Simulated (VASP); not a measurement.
# WSe4 (R-3m) in VASP: notebook

The runs below take WSe4 through single point, with PBE.

Program: VASP 6.6.1. These are calculated values, not measurements. Logs are shortened: lines on timing, memory, paths and dates and some standing lists are left out, and cuts for length are marked.

### 1 The cell of the first run

Symmetry: R-3m, No. 166, trigonal system. The conventional cell has a = 5.648 Å, b = 5.648 Å, c = 14.949 Å, α = 90.00°, β = 90.00°, γ = 120.00°. W (site symmetry -3m) has 6 Se at 2.82 Å within 3.7 Å. Within 3.7 Å of Se (site symmetry 2/m) lie 6 Se at 2.82 to 2.98 Å and 2 W at 2.82 Å. Se (site symmetry -3m) has 6 Se at 2.98 Å within 3.9 Å.

### 2 Single point, PBE, collinear spin, ferrimagnetic start

INCAR

```
SYSTEM = WSe4
PREC = Accurate ; ENCUT = 520
EDIFF = 1E-7 ; ISMEAR = 0
SIGMA = 0.1 ; LREAL = .False.
LASPH = .True. ; NELM = 150
ALGO = Normal ; ISIF = 2
LWAVE = .False. ; LCHARG = .False.
ISPIN = 2 ; MAGMOM = 2.74 -0.12 -0.12 -0.12 -0.17
LORBIT = 11 ; LMAXMIX = 4
GGA = PE ; NBANDS = 31
```

KPOINTS

```
regular mesh
0
Gamma
  3 3 3
  0 0 0
```

POSCAR

```
WSe4
1.0
    2.8241432031      1.6305198385      4.9829474761
   -2.8241432031      1.6305198385      4.9829474761
    0.0000000000     -3.2610396771      4.9829474761
W Se
1 4
Direct
    0.0000000000      0.0000000000      0.0000000000
    0.5000000000      0.5000000000      0.0000000000
    0.0000000000      0.5000000000      0.5000000000
    0.5000000000      0.0000000000      0.5000000000
    0.5000000000      0.5000000000      0.5000000000
```

Potentials or basis: VASP PAW PBE potentials, release 64 (W_sv, Se).

On the command line:

```console
$ cat potpaw_PBE.64/W_sv/POTCAR potpaw_PBE.64/Se/POTCAR > POTCAR
$ mpirun -np 1 vasp_std > vasp.out
```

OUTCAR:

```text
SYSTEM = WSe4
   PREC = Accurate
   ENCUT = 520
   EDIFF = 1E-7
   ISMEAR = 0
   LREAL = .False.
   LASPH = .True.
   NELM = 150
   ISIF = 2
   ISPIN = 2
   LORBIT = 11
   GGA = PE

 ion  position               nearest neighbor table
   1  0.000  0.000  0.000-   3 2.82   4 2.82   3 2.82   4 2.82   2 2.82   2 2.82
   2  0.500  0.500  0.000-   1 2.82   1 2.82
   3  0.000  0.500  0.500-   1 2.82   1 2.82
   4  0.500  0.000  0.500-   1 2.82   1 2.82
   5  0.500  0.500  0.500-

  LATTYP: Found a trigonal (rhomboedric) cell.
 ALAT       =     5.9551780263
 COS(alpha) =     0.5502057214

  Lattice vectors:

 A1 = (   2.8241432031,   1.6305198385,   4.9829474761)
 A2 = (  -2.8241432031,   1.6305198385,   4.9829474761)
 A3 = (   0.0000000000,  -3.2610396771,   4.9829474761)

Analysis of symmetry for initial positions (statically):
=====================================================================
 Subroutine PRICEL returns:
 Original cell was already a primitive cell.

 Routine SETGRP: Setting up the symmetry group for a
 trigonal (rhombohedral) supercell.

 Subroutine GETGRP returns: Found 12 space group operations
 (whereof 12 operations were pure point group operations)
 out of a pool of 12 trial point group operations.

The static configuration has the point symmetry D_3d.

Analysis of symmetry for dynamics (positions and initial velocities):
=====================================================================
 Subroutine PRICEL returns:
 Original cell was already a primitive cell.

 Routine SETGRP: Setting up the symmetry group for a
 trigonal (rhombohedral) supercell.

 Subroutine GETGRP returns: Found 12 space group operations
 (whereof 12 operations were pure point group operations)
 out of a pool of 12 trial point group operations.

The dynamic configuration has the point symmetry D_3d.

Analysis of structural, dynamic, and magnetic symmetry:
=====================================================================
 Subroutine PRICEL returns:
 Original cell was already a primitive cell.

 Routine SETGRP: Setting up the symmetry group for a
 trigonal (rhombohedral) supercell.

 Subroutine GETGRP returns: Found 12 space group operations
 (whereof 12 operations were pure point group operations)
 out of a pool of 12 trial point group operations.

The overall configuration has the point symmetry D_3d.

 Subroutine INISYM returns: Found 12 space group operations
 (whereof 12 operations are pure point group operations),
 and found     1 'primitive' translations

----------------------------------------------------------------------------------------

                                     Primitive cell

  volume of cell :     137.6735

  direct lattice vectors                    reciprocal lattice vectors
     2.824143203  1.630519838  4.982947476     0.177044847  0.102216890  0.066894812
    -2.824143203  1.630519838  4.982947476    -0.177044847  0.102216890  0.066894812
     0.000000000 -3.261039677  4.982947476     0.000000000 -0.204433780  0.066894812

  length of vectors
     5.955178026  5.955178026  5.955178026     0.215100177  0.215100177  0.215100177

  position of ions in fractional coordinates (direct lattice)
     0.000000000  0.000000000  0.000000000
     0.500000000  0.500000000  0.000000000
     0.000000000  0.500000000  0.500000000
     0.500000000  0.000000000  0.500000000
     0.500000000  0.500000000  0.500000000

  ion indices of the primitive-cell ions
   primitive index   ion index
                 1           1
                 2           2
                 3           3
                 4           4
                 5           5

----------------------------------------------------------------------------------------

 KPOINTS: regular mesh

Automatic generation of k-mesh.
 Grid dimensions read from file:
 generate k-points for:    3    3    3

 Generating k-lattice:

  Cartesian coordinates                     Fractional coordinates (reciprocal lattice)
     0.059014949  0.034072297  0.022298271     0.333333333  0.000000000  0.000000000
    -0.059014949  0.034072297  0.022298271     0.000000000  0.333333333  0.000000000
     0.000000000 -0.068144593  0.022298271     0.000000000  0.000000000  0.333333333

  Length of vectors
     0.071700059  0.071700059  0.071700059

  Shift w.r.t. Gamma in fractional coordinates (k-lattice)
     0.000000000  0.000000000  0.000000000

 Subroutine IBZKPT returns following result:
 ===========================================

 Found      6 irreducible k-points:

 Following reciprocal coordinates:
            Coordinates               Weight
  0.000000  0.000000  0.000000      1.000000
  0.333333 -0.000000  0.000000      6.000000
  0.333333  0.333333  0.000000      6.000000
 -0.333333  0.333333  0.000000      6.000000
  0.333333  0.333333  0.333333      2.000000
 -0.333333  0.333333  0.333333      6.000000
   k-points           NKPTS =      6   k-points in BZ     NKDIM =      6   number of bands    NBANDS=     31
   number of dos      NEDOS =    301   number of ions     NIONS =      5
   total plane-waves  NPLWV = 110592
   dimension x,y,z NGX =    48 NGY =   48 NGZ =   48
   dimension x,y,z NGXF=    96 NGYF=   96 NGZF=   96
   ions per type =               1   4
   NGX,Y,Z   is equivalent  to a cutoff of  13.40, 13.40, 13.40 a.u.
   NGXF,Y,Z  is equivalent  to a cutoff of  26.80, 26.80, 26.80 a.u.
 SYSTEM =  WSe4
   PREC   = accura    normal or accurate (medium, high low for compatibility)
   ISTART =      0    job   : 0-new  1-cont  2-samecut
   ICHARG =      2    charge: 1-file 2-atom 10-const
   ISPIN  =      2    spin polarized calculation?
   LNONCOLLINEAR =      F non collinear calculations
   LSORBIT =      F    spin-orbit coupling
   LASPH  =      T    aspherical Exc in radial PAW
   ENCUT  =  520.0 eV  38.22 Ry    6.18 a.u.  11.07 11.07 11.07*2*pi/ulx,y,z
   NELM   =    150;   NELMIN=  2; NELMDL= -5     # of ELM steps
   EDIFF  = 0.1E-06   stopping-criterion for ELM
   LREAL  =      F    real-space projection
   EDIFFG = 0.1E-05   stopping-criterion for IOM
   NSW    =      0    number of steps for IOM
   IBRION =     -1    ionic relax: 0-MD 1-quasi-New 2-CG
   NFREE  =      0    steps in history (QN), initial steepest desc. (CG)
   ISIF   =      2    stress and relaxation
   ISYM   =      2    0-nonsym 1-usesym 2-fastsym
   POTIM  = 0.5000    time-step for ionic-motion
   TEBEG  =    0.0;   TEEND  =   0.0 temperature during run
   PSTRESS=    0.0 pullay stress
   NELECT =      38.0000    total number of electrons
   NUPDOWN=      -1.0000    fix difference up-down
   EMIN   =  10.00;   EMAX   =-10.00  energy-range for DOS
   EFERMI =   0.00;   METHOD = LEGACY
   ISMEAR =     0;   SIGMA  =   0.10  broadening in eV -4-tet -1-fermi 0-gaus
   EFERMI_NEDOS =   21; number of points for ismear=-14 and -15
   IALGO  =     38    algorithm
   IMIX   =      4    mixing-type and parameters
     AMIX     =   0.40;   BMIX     =  1.00
     AMIX_MAG =   1.60;   BMIX_MAG =  1.00
  volume/ion in A,a.u.               =      27.53       185.81
  Fermi-wavevector in a.u.,A,eV,Ry     =   1.065907  2.014272 15.458359  1.136157
  Thomas-Fermi vector in A             =   2.201474
   LORBIT       =     11    0 simple, 1 ext, 2 COOP (PROOUT), +10 PAW based schemes
   GGA     = PE    functional components
   LHFCALC =     F    Hartree Fock is set to
   AEXX    =    0.0000 exact exchange contribution
   IVDW    =     0    specifies the selected vdW correction
   LEPSILON=     F    determine dielectric tensor
   LRPA    =     F    only Hartree local field effects (RPA)
 spin polarized calculation
 Gauss-broadening in eV      SIGMA  =   0.10
  energy-cutoff  :      520.00
  volume of cell :      137.67
 maximum number of plane-waves:      3721
 NGX is ok and might be reduce to    48
   NGX = 23   NGY = 23   NGZ = 23

 number of electron      37.9999998 magnetization       2.8648779

 Free energy of the ion-electron system (eV)
  ---------------------------------------------------
  ext. energy  EPLUGINS =         0.00000000
  ---------------------------------------------------
  free energy    TOTEN  =       -21.27235464 eV

  energy without entropy =      -21.23994047  energy(sigma->0) =      -21.25614756

 E-fermi :   3.3505     XC(G=0):  -8.9495

 val. band max:        3.3499449243   @ k =  -0.3333   0.3333   0.3333
 cond. band min:       3.4122731151   @ k =  -0.3333   0.3333   0.3333
 fundamental gap:      0.0623281908
 Fermi energy:         3.3505229914

 spin component 1

 k-point     1 :       0.0000    0.0000    0.0000
  band No.  band energies     occupation
      1     -71.5425      1.00000
      2     -35.9352      1.00000
      3     -35.9352      1.00000
      4     -35.9223      1.00000
      5     -12.2830      1.00000
      6      -8.8859      1.00000
[... 193 lines left out ...]
     30      11.3642      0.00000
     31      11.4805      0.00000
 Fermi energy:         3.3505229914

 spin component 2

 k-point     1 :       0.0000    0.0000    0.0000
  band No.  band energies     occupation
      1     -70.3367      1.00000
      2     -34.4139      1.00000
      3     -34.4139      1.00000
      4     -34.0431      1.00000
      5     -12.3533      1.00000
      6      -8.9914      1.00000
[... 193 lines left out ...]
     30      11.7972      0.00000
     31      11.8033      0.00000

------------------------ aborting loop because EDIFF is reached ----------------------------------------

  FORCE on cell =-STRESS in cart. coord.  units (eV):
  Direction    XX          YY          ZZ          XY          YZ          ZX
  --------------------------------------------------------------------------------------
  -------------------------------------------------------------------------------------
  Total        0.0760631      0.0760631      0.2530088      0.0000000     -0.0000000      0.0000000
  in kB        0.8851859      0.8851859      2.9443934      0.0000000     -0.0000000      0.0000000
  external PRESSURE =       1.5715884 kB  Pullay stress =       0.0000000 kB

 VOLUME and BASIS-vectors are now :
 -----------------------------------------------------------------------------
  energy-cutoff  :      520.00
  volume of cell :      137.67
      direct lattice vectors                 reciprocal lattice vectors
     2.824143203  1.630519838  4.982947476     0.177044847  0.102216890  0.066894812
    -2.824143203  1.630519838  4.982947476    -0.177044847  0.102216890  0.066894812
     0.000000000 -3.261039677  4.982947476     0.000000000 -0.204433780  0.066894812

 POSITION                                       TOTAL-FORCE (eV/Angst)
 -----------------------------------------------------------------------------------
      0.00000      0.00000      0.00000         0.000000      0.000000     -0.000000
      0.00000      1.63052      4.98295         0.000000      0.000000      0.000000
     -1.41207     -0.81526      4.98295         0.000000      0.000000     -0.000000
      1.41207     -0.81526      4.98295        -0.000000     -0.000000      0.000000
      0.00000     -0.00000      7.47442        -0.000000     -0.000000     -0.000000
 -----------------------------------------------------------------------------------
    total drift:                               -0.000000      0.000000     -0.000000

  FREE ENERGIE OF THE ION-ELECTRON SYSTEM (eV)
  ---------------------------------------------------
  free  energy   TOTEN  =       -21.2723546439 eV

  energy  without entropy=      -21.2399404732  energy(sigma->0) =      -21.25614756

 total charge

# of ion       s       p       d       tot
------------------------------------------
    1        2.313   6.058   3.311  11.682
    2        1.533   2.114   0.065   3.712
    3        1.533   2.114   0.065   3.712
    4        1.533   2.114   0.065   3.712
    5        1.527   2.104   0.029   3.660
--------------------------------------------------
tot          8.441  14.503   3.535  26.479

 magnetization (x)

# of ion       s       p       d       tot
------------------------------------------
    1        0.168   0.016   2.467   2.651
    2        0.005  -0.123   0.011  -0.107
    3        0.005  -0.123   0.011  -0.107
    4        0.005  -0.123   0.011  -0.107
    5       -0.007  -0.119  -0.002  -0.127
--------------------------------------------------
tot          0.176  -0.471   2.497   2.202
```

Run time: 59 s. Hardware: 1 thread of AMD EPYC 9R45 (Zen 5), shared host; peak memory 0.37 GiB.

Results:

* Free energy: -21.2724 eV
* Pressure: 0.2 GPa
* Net moment: 2.86 μB per cell
* Site moments: W +2.65; Se -0.11, -0.13 μB
* Valence electrons inside the program's atomic spheres: W 11.68; Se 3.71, 3.66

Levels at points of the mesh, in eV from the Fermi level:
Spin up:
```
           k point  band 17  band 18  band 19  band 20  band 21  band 22  band 23  band 24  band 25  band 26
(0.00, 0.00, 0.00)    -1.41    -0.76    -0.71    -0.71     0.92     1.46     1.46     2.13     2.75     2.75
```
Spin down:
| k point | band 14 | band 15 | band 16 | band 17 | band 18 | band 19 | band 20 | band 21 |
| --- | --- | --- | --- | --- | --- | --- | --- | --- |
| (0.00, 0.00, 0.00) | -3.12 | 0.21 | 0.63 | 0.63 | 0.79 | 0.94 | 0.94 | 1.08 |

Caveat: the k points lie up to 0.45 Å⁻¹ apart; spin-orbit coupling is left out, which moves the levels of the heavy elements.

[end of part 1 of 2]
